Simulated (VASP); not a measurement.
# Li16H (a cell with a defect) in VASP: notebook, part 2 of 2

VASP 6.6.1.

## (4) Single point, r2SCAN

POSCAR

```
Li16H
1.0
    6.9800000000      0.0000000000      0.0000000000
    0.0000000000      6.9800000000      0.0000000000
    0.0000000000      0.0000000000      6.9800000000
Li H
16 1
Direct
   -0.0671776504     -0.0084240688      0.0299713467
    0.4904297994      0.0347277937     -0.0802005731
    0.0266762178      0.5207163324     -0.0374068768
   -0.0183381089      0.0398280802      0.4929369628
    0.2606446991      0.1982664756      0.2034527221
    0.4807449857      0.4510315186     -0.0050000000
    0.5141117479      0.0686389685      0.5076934097
    0.7396561605      0.2795128940      0.2772922636
   -0.0311174785      0.4591404011      0.4630515759
    0.2969914040      0.6986962751      0.2504584527
    0.1419340974      0.1596275072      0.7795702006
    0.4995988539      0.4889684814      0.5571060172
    0.8304871060      0.7272349570      0.2457306590
    0.8274355301      0.2781661891      0.7861461318
    0.2457020057      0.8008452722      0.7905873926
    0.7737535817      0.8223495702      0.7391260745
   -0.0537106017     -0.0111891117      0.8108595989
```

INCAR.step1

```
SYSTEM = Li16H
  ALGO = Normal
  EDIFF = 1E-4
  ENCUT = 520
  GGA = PE
  ISMEAR = -1
  LASPH = .TRUE.
  LCHARG = .FALSE.
  LREAL = Auto
  LWAVE = .TRUE.
  NBANDS = 38
  NELM = 80
  PREC = Accurate
  SIGMA = 0.05
```

INCAR.step2

```
SYSTEM = Li16H
  ALGO = Normal
  EDIFF = 1E-7
  ENCUT = 520
  ISIF = 2
  ISMEAR = -1
  ISTART = 1
  LASPH = .TRUE.
  LCHARG = .FALSE.
  LMIXTAU = .TRUE.
  LREAL = Auto
  LWAVE = .FALSE.
  METAGGA = R2SCAN
  NBANDS = 38
  NELM = 80
  PREC = Accurate
  SIGMA = 0.05
```

KPOINTS

```
k-points
0
G
  2 2 2
  0 0 0
```

Potentials or basis: VASP PAW PBE potentials, release 64 (Li_sv, H).

Started as:

```
$ cat potpaw_PBE.64/Li_sv/POTCAR potpaw_PBE.64/H/POTCAR > POTCAR
$ cp INCAR.step1 INCAR
$ mpirun -np 1 vasp_std > vasp.out
$ cp INCAR.step2 INCAR
$ mpirun -np 1 vasp_std > vasp.out
```

OUTCAR:

```text
SYSTEM = Li16H
   EDIFF = 1E-7
   ENCUT = 520
   ISIF = 2
   ISMEAR = -1
   ISTART = 1
   LASPH = .TRUE.
   LREAL = Auto
   METAGGA = R2SCAN
   NELM = 80
   PREC = Accurate

 ion  position               nearest neighbor table
   1  0.933  0.992  0.030-  17 1.53  13 2.49  11 2.56  16 2.60
   2  0.490  0.035  0.920-  15 2.53
   3  0.027  0.521  0.963-  14 2.51
   4  0.982  0.040  0.493-  11 2.44
   5  0.261  0.198  0.203-
   6  0.481  0.451  0.995-
   7  0.514  0.069  0.508-
   8  0.740  0.280  0.277-   9 2.41
   9  0.969  0.459  0.463-   8 2.41  13 2.60
  10  0.297  0.699  0.250-
  11  0.142  0.160  0.780-  14 2.35   4 2.44   1 2.56
  12  0.500  0.489  0.557-
  13  0.830  0.727  0.246-   1 2.49   9 2.60
  14  0.827  0.278  0.786-  11 2.35   3 2.51
  15  0.246  0.801  0.791-   2 2.53
  16  0.774  0.822  0.739-   1 2.60
  17  0.946  0.989  0.811-   1 1.53

  LATTYP: Found a simple cubic cell.
 ALAT       =     6.9800000000

  Lattice vectors:

 A1 = (   6.9800000000,   0.0000000000,   0.0000000000)
 A2 = (   0.0000000000,   6.9800000000,   0.0000000000)
 A3 = (   0.0000000000,   0.0000000000,   6.9800000000)

Analysis of symmetry for initial positions (statically):
=====================================================================
 Subroutine PRICEL returns:
 Original cell was already a primitive cell.

 Routine SETGRP: Setting up the symmetry group for a
 simple cubic supercell.

 Subroutine GETGRP returns: Found  1 space group operations
 (whereof  1 operations were pure point group operations)
 out of a pool of 48 trial point group operations.

The static configuration has the point symmetry C_1 .

Analysis of symmetry for dynamics (positions and initial velocities):
[... 141 lines left out ...]
   IALGO  =     38    algorithm
   IMIX   =      4    mixing-type and parameters
     AMIX     =   0.40;   BMIX     =  1.00
     AMIX_MAG =   1.60;   BMIX_MAG =  1.00
  volume/ion in A,a.u.               =      20.00       134.99
  Fermi-wavevector in a.u.,A,eV,Ry     =   0.858258  1.621873 10.022155  0.736608
  Thomas-Fermi vector in A             =   1.975436
   LORBIT       =      0    0 simple, 1 ext, 2 COOP (PROOUT), +10 PAW based schemes
   METAGGA = R2SCAN    functional components
   LHFCALC =     F    Hartree Fock is set to
   AEXX    =    0.0000 exact exchange contribution
   IVDW    =     0    specifies the selected vdW correction
   LEPSILON=     F    determine dielectric tensor
   LRPA    =     F    only Hartree local field effects (RPA)
 non-spin polarized calculation
  energy-cutoff  :      520.00
  volume of cell :      340.07
 maximum number of plane-waves:      9124
 NGX is ok and might be reduce to    54
   NGX = 25   NGY = 25   NGZ = 25

 number of electron      48.9999996 magnetization

 Free energy of the ion-electron system (eV)
  ---------------------------------------------------
  ext. energy  EPLUGINS =         0.00000000
  ---------------------------------------------------
  free energy    TOTEN  =       -39.71120903 eV

  energy without entropy =      -39.65784763  energy(sigma->0) =      -39.68452833

 E-fermi :   0.4214     XC(G=0):  -7.3363

 val. band max:        0.4028737425   @ k =   0.0000   0.5000   0.5000
 cond. band min:       0.4228882945   @ k =   0.5000   0.0000   0.5000
 fundamental gap:      0.0200145520
 Fermi energy:         0.4213822714

 k-point     1 :       0.0000    0.0000    0.0000
  band No.  band energies     occupation
      1     -48.1133      2.00000
      2     -48.0829      2.00000
      3     -47.9928      2.00000
      4     -47.9455      2.00000
      5     -47.8474      2.00000
      6     -47.8341      2.00000
[... 301 lines left out ...]
     35       3.6386      0.00000
     36       3.7248      0.00000
 [bands above 36 left out]

------------------------ aborting loop because EDIFF is reached ----------------------------------------

  FORCE on cell =-STRESS in cart. coord.  units (eV):
  Direction    XX          YY          ZZ          XY          YZ          ZX
  --------------------------------------------------------------------------------------
  -------------------------------------------------------------------------------------
  Total        0.0993442      1.4654058      2.6714498      0.2386828     -0.1442471      0.8616165
  in kB        0.4680440      6.9040228     12.5861043      1.1245155     -0.6795967      4.0593670
  external PRESSURE =       6.6527237 kB  Pullay stress =       0.0000000 kB

 VOLUME and BASIS-vectors are now :
 -----------------------------------------------------------------------------
  energy-cutoff  :      520.00
  volume of cell :      340.07
      direct lattice vectors                 reciprocal lattice vectors
     6.980000000  0.000000000  0.000000000     0.143266476  0.000000000  0.000000000
     0.000000000  6.980000000  0.000000000     0.000000000  0.143266476  0.000000000
     0.000000000  0.000000000  6.980000000     0.000000000  0.000000000  0.143266476

 POSITION                                       TOTAL-FORCE (eV/Angst)
 -----------------------------------------------------------------------------------
      6.51110      6.92120      0.20920         0.174343      0.264785      1.366095
      3.42320      0.24240      6.42020         0.437155      0.042506      0.557461
      0.18620      3.63460      6.71890         0.134491      0.004228      0.269957
      6.85200      0.27800      3.44070         0.062733     -0.436876     -0.216429
      1.81930      1.38390      1.42010        -0.364873      0.120681      0.249096
      3.35560      3.14820      6.94510         0.278196      0.148618     -0.210419
[... 9 lines left out ...]
      5.40080      5.74000      5.15910        -0.150768     -0.648602     -0.221321
      6.60510      6.90190      5.65980         0.346163      0.351595     -1.479079
 -----------------------------------------------------------------------------------
    total drift:                                0.129046      0.082555      0.035988

  FREE ENERGIE OF THE ION-ELECTRON SYSTEM (eV)
  ---------------------------------------------------
  free  energy   TOTEN  =       -39.7112090272 eV

  energy  without entropy=      -39.6578476348  energy(sigma->0) =      -39.68452833
```

It took 12 min on 1 thread of Intel Xeon Platinum 8488C (Sapphire Rapids), shared host; peak memory 0.43 GiB.

What came out:

| Property | Result |
| --- | --- |
| Free energy | -39.7112 eV |
| Largest force | 1.559 eV/Å |

Forces in eV/Å, atoms in the order of the input:
```
Li   0.174  0.265  1.366
Li   0.437  0.043  0.557
Li   0.134  0.004  0.270
Li   0.063 -0.437 -0.216
Li  -0.365  0.121  0.249
Li   0.278  0.149 -0.210
Li  -0.169 -0.203 -0.082
Li  -0.275 -0.182 -0.690
Li   0.768  0.206  0.431
Li  -0.081  0.469  0.109
Li   0.820  0.453  0.017
Li  -0.076 -0.006  0.128
Li  -0.679  0.066  0.185
Li  -0.914 -0.199 -0.072
Li  -0.312 -0.452 -0.342
Li  -0.151 -0.649 -0.221
H    0.346  0.352 -1.479
```

Caveat: the k points lie up to 0.45 Å⁻¹ apart; the cutoff is under 1.25 times the usual one of these potentials, so pressure, stress and relaxed cells hold a basis-set (Pulay) error; the PAW data sets were made with another functional, which shifts forces and pressure a little.
